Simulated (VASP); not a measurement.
Set up this calculation in VASP 6.6.1, as the native input.

| Quantity | Value |
| --- | --- |
| Task | single point |
| Functional | PBE |
| Potentials or basis | VASP PAW PBE potentials, release 64 (Ce) |
| Cutoff | 520 eV |
| k mesh | 20 × 20 × 20 |
| Occupations | fermi-dirac, width 0.0612256 eV |
| Spin | no spin polarisation |
| Dipole correction | no |
| Further INCAR settings | ALGO = Normal; EDIFF = 1e-06; NBANDS = 12 |

The structure of Ce lies in POSCAR:

```
Ce
1.0
   -1.8705493729      1.8705493729      1.8705493729
    1.8705493729     -1.8705493729      1.8705493729
    1.8705493729      1.8705493729     -1.8705493729
Ce
1
Direct
    0.0000000000      0.0000000000      0.0000000000
```

This isn't the form of Ce at room conditions, which is fcc.

The input as run:

INCAR

```
SYSTEM = Ce
PREC = Accurate
ENCUT = 520
EDIFF = 1E-6
ISMEAR = -1
SIGMA = 0.06122561905347299
LREAL = .False.
LASPH = .True.
NELM = 60
ALGO = Normal
ISIF = 2
LWAVE = .False.
LCHARG = .False.
GGA = PE
NBANDS = 12
```

KPOINTS

```
Automatic mesh
0
Gamma
  20 20 20
  0 0 0
```

Potentials or basis: VASP PAW PBE potentials, release 64 (Ce).

The run is started by

```console
$ cat potpaw_PBE.64/Ce/POTCAR > POTCAR
$ mpirun -np 1 vasp_std > vasp.out
```

Results of the run:

```json
{
 "Pressure": "1.3 GPa",
 "Band gap on the k mesh": "zero (bands 6 and 7 overlap by 1.03 eV)"
}
```

Caveat: spin-orbit coupling is left out, which moves the levels of the heavy elements; semilocal functionals describe open f shells poorly, which spoils levels, moments and volumes.

Run time: 28 s on 1 thread of Intel(R) Xeon(R) 6975P-C (Granite Rapids) (shared host), peak memory 0.22 GiB.
